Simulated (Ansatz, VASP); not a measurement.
**Two plane-wave programs on CdSe**

```xyz
4
Lattice="4.0943 0.0000 0.0000 0.0000 4.0943 0.0000 0.0000 0.0000 7.3563" Properties=species:S:1:pos:R:3 pbc="T T T"
Cd    0.0000    2.0471    0.0000
Cd    2.0471    0.0000    3.6782
Se    2.0471    2.0471    1.8391
Se    2.0471    2.0471    5.5172
```

Change from the starting cell: ordered vacancies on the anion sites of fluorite (P4_2/mmc, No. 131).

Alike in both runs: functional PBE; k mesh 10 × 10 × 8; occupations gaussian, width 0.1 eV; no spin polarisation.

Ansatz relaxed the structure, and its values are those at the end. VASP's run is a single point on that final structure, the one shown.

```csv
,VASP,Ansatz
version,VASP 6.6.1,Ansatz 0.2.0
potentials or method,"VASP PAW PBE potentials, release 64 (Cd, Se), cutoff 520 eV","scalar-relativistic, plane waves, PAW"
valence electrons in the cell,36,72
```

|  | VASP | Ansatz | Ansatz less VASP |
| --- | --- | --- | --- |
| gap on the k mesh at the Fermi level (eV) | none | none | - |
| pressure (GPa) | 0.2 | 0.0 | -0.23 |

A gap of «none» marks a metal or a gap that the smearing closes. The functional is the same, so the differences come from potentials, cutoffs and numerics. VASP's potentials hold 36 valence electrons a cell and Ansatz's 72, so a difference there can come from the potentials and not from the codes.
